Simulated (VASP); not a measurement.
# Ta4C in VASP: relaxation of the atoms with PBE

Aim: the relaxation of the atoms of Ta4C with PBE.

Everything below comes from runs of VASP 6.6.1. Logs are shortened: lines on timing, memory, paths and dates and some standing lists are left out, and cuts for length are marked.

**1. The cell of the first run**

The cell holds a slab with vacuum, 5 atoms: a = 3.319 Å, b = 3.319 Å, c = 20.300 Å, α = 90.00°, β = 90.00°, γ = 90.00°.

**2. Relaxation of the atoms, PBE**

INCAR reads:

```
ALGO     = Fast           # electronic algorithm
DIPOL    = 0.5 0.5 0.352
EDIFF    = 1E-6           # SCF threshold, eV
EDIFFG   = -0.025         # ionic threshold
ENCUT    = 520            # plane-wave cutoff, eV
GGA      = PE             # functional
IBRION   = 2              # ionic algorithm
IDIPOL   = 3            
ISIF     = 2              # what is computed and relaxed
ISMEAR   = 0              # smearing method
LASPH    = True           # aspherical terms in the spheres
LCHARG   = False          # write CHGCAR
LDIPOL   = True         
LREAL    = False          # projectors in reciprocal space
LWAVE    = False          # write WAVECAR
NELM     = 80             # most SCF steps
NSW      = 36             # ionic steps
PREC     = Accurate       # precision mode
SIGMA    = 0.1            # smearing width, eV
```

KPOINTS reads:

```
k-points
0
Gamma
  8 8 1
```

POSCAR reads:

```
Ta4C
1.0
    3.3189671336      0.0000000000      0.0000000000
    0.0000000000      3.3189671336      0.0000000000
    0.0000000000      0.0000000000     20.2996557667
Ta C
4 1
Selective dynamics
Direct
    0.5000000000      0.5000000000      0.1970476764  F F F
    0.0000000000      0.0000000000      0.2787970216  F F F
    0.5000000000      0.5000000000      0.3599139024  F F F
    0.0000000000      0.0000000000      0.4334879304  F F F
    0.2500000000      0.5000000000      0.4886612798  F F T
```

Potentials or basis: VASP PAW PBE potentials, release 64 (Ta_pv, C).

Started as:

```sh
cat potpaw_PBE.64/Ta_pv/POTCAR potpaw_PBE.64/C/POTCAR > POTCAR
mpirun -np 1 vasp_std > vasp.out
```

OUTCAR:

```text
EDIFF = 1E-6
   EDIFFG = -0.025
   ENCUT = 520
   GGA = PE
   IBRION = 2
   ISIF = 2
   ISMEAR = 0
   LASPH = True
   LREAL = False
   NELM = 80
   NSW = 36
   PREC = Accurate

 ion  position               nearest neighbor table
   1  0.500  0.500  0.197-   2 2.87   2 2.87   2 2.87   2 2.87   3 3.31
   2  0.000  0.000  0.279-   3 2.87   3 2.87   3 2.87   3 2.87   1 2.87   1 2.87   1 2.87   1 2.87
                             4 3.14
   3  0.500  0.500  0.360-   5 2.74   4 2.78   4 2.78   4 2.78   4 2.78   2 2.87   2 2.87   2 2.87
                             2 2.87   1 3.31
   4  0.000  0.000  0.433-   5 2.17   5 2.17   3 2.78   3 2.78   3 2.78   3 2.78   2 3.14
   5  0.250  0.500  0.489-   4 2.17   4 2.17   3 2.74

  LATTYP: Found a simple tetragonal cell.
 ALAT       =     3.3189671336
 C/A-ratio  =     6.1162569407

  Lattice vectors:

 A1 = (   3.3189671336,   0.0000000000,   0.0000000000)
 A2 = (   0.0000000000,   3.3189671336,   0.0000000000)
 A3 = (   0.0000000000,   0.0000000000,  20.2996557667)

Analysis of symmetry for initial positions (statically):
=====================================================================
 Subroutine PRICEL returns:
 Original cell was already a primitive cell.

 Routine SETGRP: Setting up the symmetry group for a
 simple tetragonal supercell.

 Subroutine GETGRP returns: Found  2 space group operations
 (whereof  2 operations were pure point group operations)
 out of a pool of 16 trial point group operations.

The static configuration has the point symmetry C_1h.

Analysis of symmetry for dynamics (positions and initial velocities):
=====================================================================
 Subroutine PRICEL returns:
 Original cell was already a primitive cell.

 Routine SETGRP: Setting up the symmetry group for a
 simple tetragonal supercell.

 Subroutine GETGRP returns: Found  2 space group operations
 (whereof  2 operations were pure point group operations)
 out of a pool of 16 trial point group operations.

The dynamic configuration has the point symmetry C_1h.

Analysis of constrained symmetry for selective dynamics:
=====================================================================
 Subroutine PRICEL returns:
 Original cell was already a primitive cell.

 Routine SETGRP: Setting up the symmetry group for a
 simple tetragonal supercell.

 Subroutine GETGRP returns: Found  2 space group operations
 (whereof  2 operations were pure point group operations)
 out of a pool of 16 trial point group operations.

The constrained configuration has the point symmetry C_1h.

 Subroutine INISYM returns: Found  2 space group operations
 (whereof  2 operations are pure point group operations),
 and found     1 'primitive' translations

----------------------------------------------------------------------------------------

                                     Primitive cell

  volume of cell :     223.6117

  direct lattice vectors                    reciprocal lattice vectors
     3.318967134  0.000000000  0.000000000     0.301298555  0.000000000  0.000000000
     0.000000000  3.318967134  0.000000000     0.000000000  0.301298555  0.000000000
     0.000000000  0.000000000 20.299655767     0.000000000  0.000000000  0.049261919

  length of vectors
     3.318967134  3.318967134 20.299655767     0.301298555  0.301298555  0.049261919

  position of ions in fractional coordinates (direct lattice)
     0.500000000  0.500000000  0.197047676
     0.000000000  0.000000000  0.278797022
     0.500000000  0.500000000  0.359913902
     0.000000000  0.000000000  0.433487930
     0.250000000  0.500000000  0.488661280

  ion indices of the primitive-cell ions
   primitive index   ion index
                 1           1
                 2           2
                 3           3
                 4           4
                 5           5

----------------------------------------------------------------------------------------

 KPOINTS: k-points

Automatic generation of k-mesh.
 Grid dimensions read from file:
 generate k-points for:    8    8    1

 Generating k-lattice:

  Cartesian coordinates                     Fractional coordinates (reciprocal lattice)
     0.037662319  0.000000000  0.000000000     0.125000000  0.000000000  0.000000000
     0.000000000  0.037662319  0.000000000     0.000000000  0.125000000  0.000000000
     0.000000000  0.000000000  0.049261919     0.000000000  0.000000000  1.000000000

  Length of vectors
     0.037662319  0.037662319  0.049261919

  Shift w.r.t. Gamma in fractional coordinates (k-lattice)
     0.000000000  0.000000000  0.000000000

 Subroutine IBZKPT returns following result:
 ===========================================

 Found     25 irreducible k-points:

 Following reciprocal coordinates:
            Coordinates               Weight
  0.000000  0.000000  0.000000      1.000000
  0.125000  0.000000  0.000000      2.000000
  0.000000  0.125000  0.000000      2.000000
  0.250000  0.000000  0.000000      2.000000
  0.000000  0.250000  0.000000      2.000000
  0.375000  0.000000  0.000000      2.000000
[... 16 lines left out ...]
  0.500000  0.375000  0.000000      2.000000
 -0.375000  0.500000  0.000000      2.000000
   k-points           NKPTS =     25   k-points in BZ     NKDIM =     25   number of bands    NBANDS=     28
   number of dos      NEDOS =    301   number of ions     NIONS =      5
   total plane-waves  NPLWV = 125440
   dimension x,y,z NGX =    28 NGY =   28 NGZ =  160
   dimension x,y,z NGXF=    56 NGYF=   56 NGZF=  320
   ions per type =               4   1
   NGX,Y,Z   is equivalent  to a cutoff of  14.03, 14.03, 13.10 a.u.
   NGXF,Y,Z  is equivalent  to a cutoff of  28.05, 28.05, 26.21 a.u.
 SYSTEM =  unknown system
   PREC   = accura    normal or accurate (medium, high low for compatibility)
   ISTART =      0    job   : 0-new  1-cont  2-samecut
   ICHARG =      2    charge: 1-file 2-atom 10-const
   ISPIN  =      1    spin polarized calculation?
   LNONCOLLINEAR =      F non collinear calculations
   LSORBIT =      F    spin-orbit coupling
   LASPH  =      T    aspherical Exc in radial PAW
   ENCUT  =  520.0 eV  38.22 Ry    6.18 a.u.   6.17  6.17 37.74*2*pi/ulx,y,z
   NELM   =     80;   NELMIN=  2; NELMDL= -5     # of ELM steps
   EDIFF  = 0.1E-05   stopping-criterion for ELM
   LREAL  =      F    real-space projection
   EDIFFG = -.3E-01   stopping-criterion for IOM
   NSW    =     36    number of steps for IOM
   IBRION =      2    ionic relax: 0-MD 1-quasi-New 2-CG
   NFREE  =      1    steps in history (QN), initial steepest desc. (CG)
   ISIF   =      2    stress and relaxation
   ISYM   =      2    0-nonsym 1-usesym 2-fastsym
   POTIM  = 0.5000    time-step for ionic-motion
   TEBEG  =    0.0;   TEEND  =   0.0 temperature during run
   PSTRESS=    0.0 pullay stress
   NELECT =      48.0000    total number of electrons
   NUPDOWN=      -1.0000    fix difference up-down
   EMIN   =  10.00;   EMAX   =-10.00  energy-range for DOS
   EFERMI =   0.00;   METHOD = LEGACY
   ISMEAR =     0;   SIGMA  =   0.10  broadening in eV -4-tet -1-fermi 0-gaus
   EFERMI_NEDOS =   21; number of points for ismear=-14 and -15
   IALGO  =     68    algorithm
   IMIX   =      4    mixing-type and parameters
     AMIX     =   0.40;   BMIX     =  1.00
     AMIX_MAG =   1.60;   BMIX_MAG =  1.00
  volume/ion in A,a.u.               =      44.72       301.80
  Fermi-wavevector in a.u.,A,eV,Ry     =   0.980220  1.852348 13.072912  0.960832
  Thomas-Fermi vector in A             =   2.111134
   LORBIT       =      0    0 simple, 1 ext, 2 COOP (PROOUT), +10 PAW based schemes
   GGA     = PE    functional components
   LHFCALC =     F    Hartree Fock is set to
   AEXX    =    0.0000 exact exchange contribution
   IVDW    =     0    specifies the selected vdW correction
   LEPSILON=     F    determine dielectric tensor
   LRPA    =     F    only Hartree local field effects (RPA)
 conjugate gradient relaxation of ions
 non-spin polarized calculation
 RMM-DIIS sequential band-by-band and
 Gauss-broadening in eV      SIGMA  =   0.10
  energy-cutoff  :      520.00
  volume of cell :      223.61
 maximum number of plane-waves:      6059
 NGX is ok and might be reduce to    28
   NGX = 13   NGY = 13   NGZ = 75

 dipolmoment           0.000000      0.000000     -0.248377 electrons x Angstroem

--------------------------------------- Ionic step        1  -------------------------------------------

 number of electron      47.9999995 magnetization

 Free energy of the ion-electron system (eV)
  ---------------------------------------------------
  ext. energy  EPLUGINS =         0.00000000
  ---------------------------------------------------
  free energy    TOTEN  =       -51.47456440 eV

  energy without entropy =      -51.45548045  energy(sigma->0) =      -51.46502242

------------------------ aborting loop because EDIFF is reached ----------------------------------------

  FORCE on cell =-STRESS in cart. coord.  units (eV):
  Direction    XX          YY          ZZ          XY          YZ          ZX
  --------------------------------------------------------------------------------------
  -------------------------------------------------------------------------------------
  Total       -3.8684115     -3.8441199     -3.4517126      0.0000000      0.0000000      0.0272171
  in kB      -27.7171563    -27.5431074    -24.7315103      0.0000000      0.0000000      0.1950101
  external PRESSURE =     -26.6639247 kB  Pullay stress =       0.0000000 kB
[... 143 lines left out ...]
--------------------------------------- Ionic step        5  -------------------------------------------

 number of electron      47.9999995 magnetization

 dipolmoment           0.000000      0.000000      0.055352 electrons x Angstroem

 Free energy of the ion-electron system (eV)
  ---------------------------------------------------
  ext. energy  EPLUGINS =         0.00000000
  ---------------------------------------------------
  free energy    TOTEN  =       -52.38865791 eV

  energy without entropy =      -52.36502836  energy(sigma->0) =      -52.37684314

 E-fermi :  -0.7033     XC(G=0):  -5.4277

 val. band max:       -0.7088843438   @ k =   0.0000   0.5000   0.0000
 cond. band min:      -0.6842992028   @ k =   0.1250   0.1250   0.0000
 fundamental gap:      0.0245851410
 Fermi energy:        -0.7033485619

 k-point     1 :       0.0000    0.0000    0.0000
  band No.  band energies     occupation
      1     -35.5747      2.00000
      2     -35.4275      2.00000
      3     -35.4126      2.00000
      4     -34.9983      2.00000
      5     -34.9958      2.00000
      6     -34.9675      2.00000
[... 733 lines left out ...]
     27       1.0312      0.00000
     28       1.5906      0.00000

 [... further k-points ...]

------------------------ aborting loop because EDIFF is reached ----------------------------------------

 vacuum level on the upper side and lower side of the slab       (xc-potential included)         0.293        -0.621

  FORCE on cell =-STRESS in cart. coord.  units (eV):
  Direction    XX          YY          ZZ          XY          YZ          ZX
  --------------------------------------------------------------------------------------
  -------------------------------------------------------------------------------------
  Total        0.1671946      3.9563579      1.1603245      0.0000000      0.0000000      1.2763988
  in kB        1.1979488     28.3472919      8.3137216      0.0000000      0.0000000      9.1453936
  external PRESSURE =      12.6196541 kB  Pullay stress =       0.0000000 kB
[... 20 lines left out ...]
  FREE ENERGIE OF THE ION-ELECTRON SYSTEM (eV)
  ---------------------------------------------------
  free  energy   TOTEN  =       -52.3886579104 eV

  energy  without entropy=      -52.3650283645  energy(sigma->0) =      -52.37684314

 reached required accuracy - stopping structural energy minimisation

 vacuum level on the upper side and lower side of the slab         4.071         3.125
```

Wall time 34 min (1 thread of Oxide Virtual Turin-like, shared host); peak memory 0.41 GiB.

What came out:

```
Free energy               : -52.3887 eV
Energy gained by relaxing : 182.8 meV/atom
Ionic steps               : 5
Band gap on the k mesh    : zero (bands 24 and 25 overlap by 0.45 eV)
```

Step by step:
| step | energy change (eV) | largest force on free atoms (eV/Å) | pressure (GPa) |
| --- | --- | --- | --- |
| 1 | 0.0000 | 3.1410 | -2.67 |
| 2 | -0.4255 | 2.4719 | -1.73 |
| 3 | -0.8497 | 1.1798 | 2.54 |
| 4 | -0.9081 | 0.3380 | 0.92 |
| 5 | -0.9141 | 0.0231 | 1.26 |

Final structure:
```
CELL_PARAMETERS angstrom
3.31897 0.00000 0.00000
0.00000 3.31897 0.00000
0.00000 0.00000 20.29966
ATOMIC_POSITIONS crystal
Ta 0.50000 0.50000 0.19705
Ta 0.00000 0.00000 0.27880
Ta 0.50000 0.50000 0.35991
Ta 0.00000 0.00000 0.43349
C 0.25000 0.50000 0.46443
```

Caveat: spin-orbit coupling is left out, which moves the levels of the heavy elements.

The gap in the log of VASP goes by the Fermi energy; the results here count the filled bands.